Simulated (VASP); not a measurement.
# Mn (Im-3m) in VASP: single point with r2SCAN

Aim: the single point of Mn with r2SCAN.

Program: VASP 6.6.1. These are calculated values, not measurements. Logs are shortened: lines on timing, memory, paths and dates and some standing lists are left out, and cuts for length are marked.

## (1) The cell of the first run

Symmetry: Im-3m, No. 229, cubic system. Conventional cell: a = 2.740 Å, b = 2.740 Å, c = 2.740 Å, α = 90.00°, β = 90.00°, γ = 90.00°. Within 3.1 Å of Mn (site symmetry m-3m) lie 14 Mn at 2.37 to 2.74 Å.

## (2) Single point, r2SCAN, collinear spin, antiferromagnetic start

File POSCAR:

```
Mn
1.0
    2.7400000000      0.0000000000      0.0000000000
    0.0000000000      2.7400000000      0.0000000000
    0.0000000000      0.0000000000      2.7400000000
Mn
2
Direct
    0.0000000000      0.0000000000      0.0000000000
    0.5000000000      0.5000000000      0.5000000000
```

File INCAR.step1:

```
ALGO = Normal ; EDIFF = 1E-5
ENCUT = 550 ; GGA = PE
GGA_COMPAT = F ; ISMEAR = -1
ISPIN = 2 ; LASPH = T
LCHARG = F ; LMAXMIX = 4
LREAL = F ; LWAVE = T
MAGMOM = 3 -3 ; NBANDS = 24
NELM = 200 ; PREC = Accurate
SIGMA = 0.1
```

File INCAR.step2:

```
ALGO = Normal ; EDIFF = 1E-6
ENCUT = 550 ; GGA_COMPAT = F
ISIF = 2 ; ISMEAR = -1
ISPIN = 2 ; ISTART = 1
LASPH = T ; LCHARG = F
LMAXMIX = 4 ; LMIXTAU = T
LORBIT = 11 ; LREAL = F
LWAVE = F ; MAGMOM = 3 -3
METAGGA = R2SCAN ; NBANDS = 24
NELM = 200 ; PREC = Accurate
SIGMA = 0.1
```

File KPOINTS:

```
k-points
0
Gamma
  6 6 6
```

Potentials or basis: VASP PAW PBE potentials, release 64 (Mn_pv).

Command:

```sh
$ cat potpaw_PBE.64/Mn_pv/POTCAR > POTCAR
$ cp INCAR.step1 INCAR
$ mpirun -np 1 vasp_std > vasp.out
$ cp INCAR.step2 INCAR
$ mpirun -np 1 vasp_std > vasp.out
```

OUTCAR:

```text
EDIFF = 1E-6
   ENCUT = 550
   ISIF = 2
   ISMEAR = -1
   ISPIN = 2
   ISTART = 1
   LASPH = T
   LORBIT = 11
   LREAL = F
   METAGGA = R2SCAN
   NELM = 200
   PREC = Accurate

 ion  position               nearest neighbor table
   1  0.000  0.000  0.000-   2 2.37   2 2.37   2 2.37   2 2.37   2 2.37   2 2.37   2 2.37   2 2.37

   2  0.500  0.500  0.500-   1 2.37   1 2.37   1 2.37   1 2.37   1 2.37   1 2.37   1 2.37   1 2.37

  LATTYP: Found a simple cubic cell.
 ALAT       =     2.7400000000

  Lattice vectors:

 A1 = (   2.7400000000,   0.0000000000,   0.0000000000)
 A2 = (   0.0000000000,   2.7400000000,   0.0000000000)
 A3 = (   0.0000000000,   0.0000000000,   2.7400000000)

Analysis of symmetry for initial positions (statically):
=====================================================================
 Subroutine PRICEL returns following result:

  LATTYP: Found a body centered cubic cell.
 ALAT       =     2.7400000000
[... 12 lines left out ...]
 Subroutine GETGRP returns: Found 48 space group operations
 (whereof 48 operations were pure point group operations)
 out of a pool of 48 trial point group operations.

The static configuration has the point symmetry O_h .

Analysis of symmetry for dynamics (positions and initial velocities):
=====================================================================
 Subroutine PRICEL returns following result:

  LATTYP: Found a body centered cubic cell.
 ALAT       =     2.7400000000
[... 12 lines left out ...]
 Subroutine GETGRP returns: Found 48 space group operations
 (whereof 48 operations were pure point group operations)
 out of a pool of 48 trial point group operations.

The dynamic configuration has the point symmetry O_h .

Analysis of structural, dynamic, and magnetic symmetry:
=====================================================================
 Subroutine PRICEL returns following result:

  LATTYP: Found a body centered cubic cell.
 ALAT       =     2.7400000000
[... 12 lines left out ...]
 Subroutine GETGRP returns: Found 48 space group operations
 (whereof 48 operations were pure point group operations)
 out of a pool of 48 trial point group operations.

The overall configuration has the point symmetry O_h .

 Subroutine INISYM returns: Found 48 space group operations
 (whereof 48 operations are pure point group operations),
 and found     2 'primitive' translations

[... 107 lines left out ...]
     AMIX_MAG =   1.60;   BMIX_MAG =  1.00
  volume/ion in A,a.u.               =      10.29        69.41
  Fermi-wavevector in a.u.,A,eV,Ry     =   1.770036  3.344883 42.627417  3.133027
  Thomas-Fermi vector in A             =   2.836906
   LORBIT       =     11    0 simple, 1 ext, 2 COOP (PROOUT), +10 PAW based schemes
   METAGGA = R2SCAN    functional components
   LHFCALC =     F    Hartree Fock is set to
   AEXX    =    0.0000 exact exchange contribution
   IVDW    =     0    specifies the selected vdW correction
   LEPSILON=     F    determine dielectric tensor
   LRPA    =     F    only Hartree local field effects (RPA)
 spin polarized calculation
  energy-cutoff  :      550.00
  volume of cell :       20.57
 maximum number of plane-waves:       624
 NGX is ok and might be reduce to    24
   NGX = 11   NGY = 11   NGZ = 11

 number of electron      25.9999974 magnetization       0.0000000

 number of electron      25.9999974 magnetization      -0.0000000

 Free energy of the ion-electron system (eV)
  ---------------------------------------------------
  ext. energy  EPLUGINS =         0.00000000
  ---------------------------------------------------
  free energy    TOTEN  =       -28.52076463 eV

  energy without entropy =      -28.41254945  energy(sigma->0) =      -28.46665704

 E-fermi :  11.4727     XC(G=0): -15.7071

 val. band max:       11.3976022840   @ k =   0.3333   0.1667   0.1667
 cond. band min:      11.4960735991   @ k =   0.3333   0.1667   0.1667
 fundamental gap:      0.0984713150
 Fermi energy:        11.4727417533

 spin component 1

 k-point     1 :       0.0000    0.0000    0.0000
  band No.  band energies     occupation
      1     -38.9830      1.00000
      2     -38.9829      1.00000
      3     -38.9829      1.00000
      4     -38.3513      1.00000
      5     -38.3513      1.00000
      6     -38.3513      1.00000
[... 529 lines left out ...]
     23      25.2255      0.00000
     24      25.2258      0.00000
 Fermi energy:        11.4727417533

 spin component 2

 k-point     1 :       0.0000    0.0000    0.0000
  band No.  band energies     occupation
      1     -38.9830      1.00000
      2     -38.9829      1.00000
      3     -38.9829      1.00000
      4     -38.3513      1.00000
      5     -38.3513      1.00000
      6     -38.3513      1.00000
[... 529 lines left out ...]
     23      25.2255      0.00000
     24      25.2258      0.00000

------------------------ aborting loop because EDIFF is reached ----------------------------------------

  FORCE on cell =-STRESS in cart. coord.  units (eV):
  Direction    XX          YY          ZZ          XY          YZ          ZX
  --------------------------------------------------------------------------------------
  -------------------------------------------------------------------------------------
  Total        0.8727887      0.8727887      0.8727887      0.0000000     -0.0000000     -0.0000000
  in kB       67.9779411     67.9779411     67.9779411      0.0000000     -0.0000000     -0.0000000
  external PRESSURE =      67.9779411 kB  Pullay stress =       0.0000000 kB

 VOLUME and BASIS-vectors are now :
 -----------------------------------------------------------------------------
  energy-cutoff  :      550.00
  volume of cell :       20.57
      direct lattice vectors                 reciprocal lattice vectors
     2.740000000  0.000000000  0.000000000     0.364963504  0.000000000  0.000000000
     0.000000000  2.740000000  0.000000000     0.000000000  0.364963504  0.000000000
     0.000000000  0.000000000  2.740000000     0.000000000  0.000000000  0.364963504

 POSITION                                       TOTAL-FORCE (eV/Angst)
 -----------------------------------------------------------------------------------
      0.00000      0.00000      0.00000        -0.000000     -0.000000     -0.000000
      1.37000      1.37000      1.37000         0.000000      0.000000      0.000000
 -----------------------------------------------------------------------------------
    total drift:                                0.000000      0.000000     -0.000000

  FREE ENERGIE OF THE ION-ELECTRON SYSTEM (eV)
  ---------------------------------------------------
  free  energy   TOTEN  =       -28.5207646265 eV

  energy  without entropy=      -28.4125494451  energy(sigma->0) =      -28.46665704

 total charge

# of ion       s       p       d       tot
------------------------------------------
    1        0.470   6.453   5.169  12.092
    2        0.470   6.453   5.169  12.092
--------------------------------------------------
tot          0.940  12.906  10.338  24.184

 magnetization (x)

# of ion       s       p       d       tot
------------------------------------------
    1        0.000   0.000   0.000   0.000
    2       -0.000  -0.000  -0.000  -0.000
--------------------------------------------------
tot          0.000   0.000   0.000   0.000
```

Run time: 60 s. Hardware: 1 thread of Intel Xeon 6975P-C, shared host; peak memory 0.16 GiB.

What came out:

- Free energy: -28.5208 eV
- Pressure: 6.8 GPa
- Band gap on the k mesh: zero (filled and empty bands overlap)
- Net moment: 0.00 μB per cell
- Valence electrons inside the program's atomic spheres: Mn 12.09

Caveat: the k points lie up to 0.38 Å⁻¹ apart; the starting moments collapsed, and a magnetic state may lie lower; the PAW data sets were made with another functional, which shifts forces and pressure a little.
